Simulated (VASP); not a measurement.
Cu:

```
Cu
1.0
     2.49656    0.00000    0.00000
    -1.24828    2.16208    0.00000
     0.00000    0.00000    8.15016
Cu
4
Direct
  0.66667 0.33333 0.75000
  0.00000 0.00000 0.50000
  0.33333 0.66667 0.25000
  0.00000 0.00000 0.00000
```

Base run:

* Program: VASP 6.6.1
* Functional: PBE
* Potentials or basis: VASP PAW PBE potentials, release 64 (Cu)
* Cutoff: 520 eV
* k mesh: 12 × 12 × 4
* Occupations: fermi-dirac, width 0.05 eV
* Spin: no spin polarisation

Its results: band gap on the k mesh zero (band 22 reaches 11.99 eV, above the bottom of band 23 at 6.62 eV); pressure 15.2 GPa.

Problem. The run is repeated on the same cell with these changes: functional from PBE to PBEsol; further incar settings from ALGO = Normal; EDIFF = 1e-06; NBANDS = 30 to ALGO = Fast; EDIFF = 1e-07; NBANDS = 30. What comes out?

Solution. Band gap on the k mesh zero (band 22 reaches 11.78 eV, above the bottom of band 23 at 6.45 eV); pressure 6.0 GPa.

Caveats: the PAW data sets were made with another functional, which shifts forces and pressure a little (some runs).
